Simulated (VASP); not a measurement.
Input of a VASP 6.6.1 run:

Contents of POSCAR:

```
CaO
1.0
    2.9475580456     -2.9475454593      0.0000000000
    2.9475580456      2.9475454593      0.0000000000
    0.0000000000      0.0000000000      6.3915967469
Ca O
4 4
Direct
    0.7500000604      0.2499999396      0.8965205884
    0.2499999396      0.7500000604      0.1034794116
    0.7499999396      0.2500000604      0.3965205884
    0.2500000604      0.7499999396      0.6034794116
    0.2499947467      0.2500052533      0.2500000000
    0.7500052533      0.7499947467      0.7500000000
    0.2500052533      0.2499947467      0.7500000000
    0.7499947467      0.7500052533      0.2500000000
```

File INCAR.step1:

```
SYSTEM = CaO
ALGO = Normal
EDIFF = 1E-4
ENCUT = 520
GGA = PE
ISMEAR = 0
LASPH = .TRUE.
LCHARG = .FALSE.
LREAL = .FALSE.
LWAVE = .TRUE.
NBANDS = 42
NELM = 80
PREC = Accurate
SIGMA = 0.02
```

The input INCAR.step2:

```
SYSTEM = CaO
ALGO = Normal
EDIFF = 1E-6
ENCUT = 520
ISIF = 2
ISMEAR = 0
ISTART = 1
LASPH = .TRUE.
LCHARG = .TRUE.
LELF = .TRUE.
LMIXTAU = .TRUE.
LREAL = .FALSE.
LVHAR = .TRUE.
LWAVE = .FALSE.
METAGGA = R2SCAN
NBANDS = 42
NELM = 80
PREC = Accurate
SIGMA = 0.02
```

File KPOINTS:

```
k-points
0
G
  6 6 4
  0 0 0
```

Potentials or basis: VASP PAW PBE potentials, release 64 (Ca_sv, O).

Command:

```bash
$ cat potpaw_PBE.64/Ca_sv/POTCAR potpaw_PBE.64/O/POTCAR > POTCAR
$ cp INCAR.step1 INCAR
$ mpirun -np 1 vasp_std > vasp.out
$ cp INCAR.step2 INCAR
$ mpirun -np 1 vasp_std > vasp.out
```

Task: Predict the pressure.

Result: 1.1 GPa.

Task: Estimate the band gap on the k mesh.

Result: 4.06 eV.

Task: Estimate the largest force.

Result: 0.108 eV/Å.

Forces in eV/Å, atoms in the order of the input:
```
Ca   0.000  0.000  0.108
Ca   0.000  0.000 -0.108
Ca   0.000  0.000  0.108
Ca   0.000  0.000 -0.108
O    0.000  0.000  0.000
O    0.000  0.000  0.000
O    0.000  0.000  0.000
O    0.000  0.000  0.000
```

Caveat: the PAW data sets were made with another functional, which shifts forces and pressure a little. A k mesh can miss the band edges.
